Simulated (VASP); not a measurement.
# Rh (P6_3/mmc) in VASP: a series of runs, part 2 of 3

VASP 6.6.1. Earlier steps stand in the parts before.

## Step 3: Single point, LDA

This run uses another cell than the first one, of 13.16 Å³/atom, 1.045 times its volume.

INCAR

```
SYSTEM = Rh
PREC     = Accurate       ! precision mode
ENCUT    = 520            ! plane-wave cutoff, eV
EDIFF    = 1E-6           ! SCF threshold, eV
ISMEAR   = -1             ! smearing method
SIGMA    = 0.1            ! smearing width, eV
LREAL    = .False.        ! projectors in reciprocal space
LASPH    = .True.         ! aspherical terms in the spheres
NELM     = 100            ! most SCF steps
ALGO     = Normal         ! electronic algorithm
ISIF     = 2              ! what is computed and relaxed
LWAVE    = .False.        ! write WAVECAR
LCHARG   = .True.         ! write CHGCAR
LELF     = .True.         ! ELF
LVHAR    = .True.       
NBANDS   = 22             ! bands
```

KPOINTS

```
regular mesh
0
Gamma
  10 10 5
  0 0 0
```

POSCAR

```
Rh
1.0
    2.6561206326      0.0000000000      0.0000000000
   -1.3280603163      2.3002698329      0.0000000000
    0.0000000000      0.0000000000      4.3070998910
Rh
2
Direct
    0.6666666667      0.3333333333      0.7500000000
    0.3333333333      0.6666666667      0.2500000000
```

Potentials or basis: VASP PAW LDA potentials, release 64 (Rh_pv).

Launch:

```bash
$ cat potpaw_LDA.64/Rh_pv/POTCAR > POTCAR
$ mpirun -np 1 vasp_std > vasp.out
```

OUTCAR:

```text
SYSTEM = Rh
   PREC = Accurate
   ENCUT = 520
   EDIFF = 1E-6
   ISMEAR = -1
   LREAL = .False.
   LASPH = .True.
   NELM = 100
   ISIF = 2

 ion  position               nearest neighbor table
   1  0.667  0.333  0.750-   2 2.64   2 2.64   2 2.64   2 2.64   2 2.64   2 2.64
   2  0.333  0.667  0.250-   1 2.64   1 2.64   1 2.64   1 2.64   1 2.64   1 2.64

  LATTYP: Found a hexagonal cell.
 ALAT       =     2.6561206326
 C/A-ratio  =     1.6215754052

  Lattice vectors:

 A1 = (   2.6561206326,   0.0000000000,   0.0000000000)
 A2 = (  -1.3280603163,   2.3002698329,   0.0000000000)
 A3 = (   0.0000000000,   0.0000000000,   4.3070998910)

Analysis of symmetry for initial positions (statically):
=====================================================================
 Subroutine PRICEL returns:
 Original cell was already a primitive cell.

 Routine SETGRP: Setting up the symmetry group for a
 hexagonal supercell.

 Subroutine GETGRP returns: Found 24 space group operations
 (whereof 12 operations were pure point group operations)
 out of a pool of 24 trial point group operations.

The static configuration has the point symmetry D_3d.
 The point group associated with its full space group is D_6h.

Analysis of symmetry for dynamics (positions and initial velocities):
=====================================================================
 Subroutine PRICEL returns:
 Original cell was already a primitive cell.

 Routine SETGRP: Setting up the symmetry group for a
 hexagonal supercell.

 Subroutine GETGRP returns: Found 24 space group operations
 (whereof 12 operations were pure point group operations)
 out of a pool of 24 trial point group operations.

The dynamic configuration has the point symmetry D_3d.
 The point group associated with its full space group is D_6h.

 Subroutine INISYM returns: Found 24 space group operations
[... 105 lines left out ...]
   POTIM  = 0.5000    time-step for ionic-motion
   TEBEG  =    0.0;   TEEND  =   0.0 temperature during run
   PSTRESS=    0.0 pullay stress
   NELECT =      30.0000    total number of electrons
   NUPDOWN=      -1.0000    fix difference up-down
   EMIN   =  10.00;   EMAX   =-10.00  energy-range for DOS
   EFERMI =   0.00;   METHOD = LEGACY
   ISMEAR =    -1;   SIGMA  =   0.10  broadening in eV -4-tet -1-fermi 0-gaus
   EFERMI_NEDOS =   21; number of points for ismear=-14 and -15
   IALGO  =     38    algorithm
   IMIX   =      4    mixing-type and parameters
     AMIX     =   0.40;   BMIX     =  1.00
     AMIX_MAG =   1.60;   BMIX_MAG =  1.00
  volume/ion in A,a.u.               =      13.16        88.79
  Fermi-wavevector in a.u.,A,eV,Ry     =   1.710191  3.231793 39.793707  2.924755
  Thomas-Fermi vector in A             =   2.788536
   LORBIT       =      0    0 simple, 1 ext, 2 COOP (PROOUT), +10 PAW based schemes
   GGA     = CA    functional components
   LHFCALC =     F    Hartree Fock is set to
   AEXX    =    0.0000 exact exchange contribution
   IVDW    =     0    specifies the selected vdW correction
   LEPSILON=     F    determine dielectric tensor
   LRPA    =     F    only Hartree local field effects (RPA)
 non-spin polarized calculation
  energy-cutoff  :      520.00
  volume of cell :       26.32
 maximum number of plane-waves:       730
 NGX is ok and might be reduce to    20
   NGX =  9   NGY =  9   NGZ = 17

 number of electron      29.9999997 magnetization

 Free energy of the ion-electron system (eV)
  ---------------------------------------------------
  ext. energy  EPLUGINS =         0.00000000
  ---------------------------------------------------
  free energy    TOTEN  =       -17.32319991 eV

  energy without entropy =      -17.21512111  energy(sigma->0) =      -17.26916051

 E-fermi :  12.6426     XC(G=0): -14.6312

 val. band max:       12.6338555532   @ k =   0.3000   0.1000   0.4000
 cond. band min:      12.6804706474   @ k =   0.4000   0.0000   0.0000
 fundamental gap:      0.0466150942
 Fermi energy:        12.6426316757

 k-point     1 :       0.0000    0.0000    0.0000
  band No.  band energies     occupation
      1     -34.5535      2.00000
      2     -33.7971      2.00000
      3     -33.7971      2.00000
      4     -33.6734      2.00000
      5     -33.6734      2.00000
      6     -33.6704      2.00000
[... 589 lines left out ...]
     21      25.7711      0.00000
     22      27.6894      0.00000

 [... further k-points ...]
[... 5 lines left out ...]
  --------------------------------------------------------------------------------------
  -------------------------------------------------------------------------------------
  Total        0.6964543      0.6964555      0.7166667      0.0000000      0.0000000      0.0000000
  in kB       42.4025237     42.4025934     43.6331237      0.0000000      0.0000000      0.0000000
  external PRESSURE =      42.8127469 kB  Pullay stress =       0.0000000 kB

 VOLUME and BASIS-vectors are now :
 -----------------------------------------------------------------------------
  energy-cutoff  :      520.00
  volume of cell :       26.32
      direct lattice vectors                 reciprocal lattice vectors
     2.656120633  0.000000000  0.000000000     0.376488924  0.217365803  0.000000000
    -1.328060316  2.300269833  0.000000000     0.000000000  0.434731607  0.000000000
     0.000000000  0.000000000  4.307099891     0.000000000  0.000000000  0.232174787

 POSITION                                       TOTAL-FORCE (eV/Angst)
 -----------------------------------------------------------------------------------
      1.32806      0.76676      3.23032        -0.000000     -0.000000      0.000000
     -0.00000      1.53351      1.07677         0.000000      0.000000      0.000000
 -----------------------------------------------------------------------------------
    total drift:                                0.000000     -0.000000      0.000000

  FREE ENERGIE OF THE ION-ELECTRON SYSTEM (eV)
  ---------------------------------------------------
  free  energy   TOTEN  =       -17.3231999072 eV

  energy  without entropy=      -17.2151211095  energy(sigma->0) =      -17.26916051
```

OSZICAR:

```text
N       E                     dE             d eps       ncg     rms          rms(c)
DAV:   1     0.326037358434E+03    0.32604E+03   -0.18990E+04  1848   0.160E+03
DAV:   2    -0.111869484828E+02   -0.33722E+03   -0.32494E+03  1914   0.478E+02
DAV:   3    -0.183630734964E+02   -0.71761E+01   -0.71435E+01  2190   0.788E+01
DAV:   4    -0.184111452752E+02   -0.48072E-01   -0.48068E-01  2058   0.645E+00
DAV:   5    -0.184119046423E+02   -0.75937E-03   -0.75936E-03  2232   0.830E-01    0.171E+01
DAV:   6    -0.173801165855E+02    0.10318E+01   -0.22558E+00  1992   0.161E+01    0.607E+00
DAV:   7    -0.173322851952E+02    0.47831E-01   -0.58224E-02  2160   0.217E+00    0.254E+00
DAV:   8    -0.173236987393E+02    0.85865E-02   -0.12732E-02  1992   0.135E+00    0.437E-01
DAV:   9    -0.173231860510E+02    0.51269E-03   -0.53879E-04  2184   0.288E-01    0.635E-02
DAV:  10    -0.173232000841E+02   -0.14033E-04   -0.70436E-06  2158   0.253E-02    0.555E-03
DAV:  11    -0.173231999072E+02    0.17689E-06   -0.95814E-07  1350   0.106E-02
   1 F= -.17323200E+02 E0= -.17269161E+02  d E =-.108079E+00
```

stdout:

```text
POSCAR found type information on POSCAR Rh
 POSCAR found :  1 types and       2 ions
 scaLAPACK will be used
 LDA part: xc-table for (Slater(with rela. corr.)+CA(PZ))
 , standard interpolation
 POSCAR, INCAR and KPOINTS ok, starting setup
 FFT: planning ... GRIDC
 FFT: planning ... GRID_SOFT
 FFT: planning ... GRID
 WAVECAR not read
 entering main loop
```

Wall time 20 s (1 thread of AMD EPYC 7R43 (Zen 3), shared host); peak memory 0.1 GiB.

Results:

* Free energy: -17.3232 eV
* Pressure: 4.3 GPa
* Band gap on the k mesh: zero (band 15 reaches 13.34 eV, above the bottom of band 16 at 10.84 eV)

## Step 4: Single point, LDA

This run uses another cell than the first one, of 13.73 Å³/atom, 1.091 times its volume.

INCAR

```
PREC = Accurate ; ENCUT = 520
EDIFF = 1E-6 ; ISMEAR = -1
SIGMA = 0.1 ; LREAL = F
LASPH = T ; NELM = 100
ALGO = Normal ; ISIF = 2
LWAVE = F ; LCHARG = F
NBANDS = 22
```

KPOINTS

```
Automatic mesh
0
Gamma
  10 10 5
```

POSCAR

```
Rh
1.0
    2.6940703403      0.0000000000      0.0000000000
   -1.3470351702      2.3331352708      0.0000000000
    0.0000000000      0.0000000000      4.3686382036
Rh
2
Direct
    0.6666666667      0.3333333333      0.7500000000
    0.3333333333      0.6666666667      0.2500000000
```

Launch:

```bash
$ cat potpaw_LDA.64/Rh_pv/POTCAR > POTCAR
$ mpirun -np 1 vasp_std > vasp.out
```

Run time: 23 s. Hardware: 1 thread of AMD EPYC 7R43 (Zen 3), shared host; peak memory 0.1 GiB.

Results (log left out):

* Free energy: -17.3073 eV
* Pressure: -8.4 GPa
* Band gap on the k mesh: zero (band 15 reaches 12.47 eV, above the bottom of band 16 at 10.14 eV)

Stress tensor (GPa, compression positive):
```
-8.36  0.00  0.00
 0.00 -8.36  0.00
 0.00  0.00 -8.56
```

Levels at points of the mesh, in eV from the Fermi level:
```csv
k point,band 13,band 14,band 15,band 16,band 17,band 18
"(0.00, 0.00, 0.00)",-2.54,-1.90,-1.90,0.16,0.16,0.67
"(0.50, 0.00, 0.00)",-2.18,0.45,0.65,0.76,3.04,5.13
```

(Part 2 of 3 ends here.)
